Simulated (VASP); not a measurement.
TaS2: electric field gradients with PBE

TaS2:

```
CELL_PARAMETERS angstrom
3.35000 0.00000 0.00000
-1.67500 2.90119 0.00000
0.00000 0.00000 5.74280
ATOMIC_POSITIONS crystal
Ta 0.00000 0.00000 0.00000
S 0.33333 0.66667 0.25000
S 0.66667 0.33333 0.75000
```

This cell differs from its parent crystal: zz strain of -2 %.

```json
{
 "Program": "VASP 6.6.1",
 "Task": "electric field gradients",
 "Functional": "PBE",
 "Potentials or basis": "VASP PAW PBE potentials, release 64 (Ta_pv, S)",
 "Cutoff": "400 eV",
 "k mesh": "9 × 9 × 5",
 "Occupations": "fermi-dirac, width 0.03 eV",
 "Spin": "no spin polarisation",
 "Dipole correction": "no",
 "Further INCAR settings": "ALGO = Normal; EDIFF = 1e-08; NBANDS = 18"
}
```

```yaml
Pressure: 12.5 GPa
Largest_force: 1.731 eV/Å
Band_gap_on_the_k_mesh: zero (an odd number of electrons rules out a gap without spin polarisation)
Largest_electric_field_gradient_by_atom: Ta -136.1; S -18.7 V/Å²
```

Forces on the atoms (eV/Å):
```
Ta   0.000  0.000  0.000
S    0.000  0.000  1.731
S    0.000  0.000 -1.731
```

Stress tensor (GPa, compression positive):
```
10.22  0.00  0.00
 0.00 10.22  0.00
 0.00  0.00 16.96
```

Levels at points of the mesh, in eV from the Fermi level:
```
           k point  band 9  band 10  band 11  band 12  band 13  band 14  band 15  band 16
(0.00, 0.00, 0.00)   -1.26    -0.86    -0.86    -0.03    -0.03     0.38     4.17     4.17
```

Electric field gradients, principal values (V/Å²):
| atom | least | middle | greatest (by size) |
| --- | --- | --- | --- |
| 1 Ta | 68.029 | 68.029 | -136.058 |
| 2 S | 9.372 | 9.373 | -18.745 |
| 3 S | 9.372 | 9.373 | -18.745 |

Run time: 22 s on 1 thread of AMD EPYC 9R45 96-Core Processor (Zen 5), on a shared host, peak memory 0.15 GiB.

Caveat: the cell differs from its parent crystal (zz strain of -2 %); the stress differs along the axes, from 10 to 17 GPa; without QUAD_EFG the Cq values of the log hold for a quadrupole moment of 1 mb, not for the nuclei; spin-orbit coupling is left out, which moves the levels of the heavy elements; this functional lacks dispersion, which binds layers or chains, so the pressure and a relaxed spacing across them are unreliable; forces of over 1 eV/Å act on the atoms, so gaps and moduli don't describe the material at rest.
